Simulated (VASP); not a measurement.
Wanted: the native input for a VASP 6.6.1 run.

```
Task                   : single point
Functional             : PBE
Potentials or basis    : VASP PAW PBE potentials, release 64 (C)
Cutoff                 : 520 eV
k mesh                 : 15 × 15 × 4
Occupations            : gaussian, width 0.1 eV
Spin                   : no spin polarisation
Dipole correction      : no
Further INCAR settings : ALGO = Normal; EDIFF = 1e-07; NBANDS = 11
```

The structure of C lies in POSCAR:

```
C
1.0
    2.4663511032      0.0000000000      0.0000000000
   -1.2331755516      2.1359227100      0.0000000000
    0.0000000000      0.0000000000      8.5214856148
C
2
Direct
    0.3333333333      0.6666666667      0.0000000000
    0.6666666667      0.3333333333      0.0000000000
```

The input as run:

INCAR

```
  PREC = Accurate
  ENCUT = 520
  EDIFF = 1E-7
  ISMEAR = 0
  SIGMA = 0.1
  LREAL = F
  LASPH = T
  NELM = 60
  ALGO = Normal
  ISIF = 2
  LWAVE = F
  LCHARG = T
  GGA = PE
  LELF = T
  LVHAR = T
  NBANDS = 11
```

KPOINTS

```
regular mesh
0
Gamma
  15 15 4
```

Potentials or basis: VASP PAW PBE potentials, release 64 (C).

The run is started by

```bash
$ cat potpaw_PBE.64/C/POTCAR > POTCAR
$ mpirun -np 1 vasp_std > vasp.out
```

It gave:

```yaml
Band_gap_on_the_k_mesh: zero (filled and empty bands touch)
```

Caveat: there is no dipole correction, which matters where the two faces differ.

Wall time 23 s on 1 thread of AMD EPYC 7R13 Processor (Zen 3), on a shared host, peak memory 0.13 GiB.
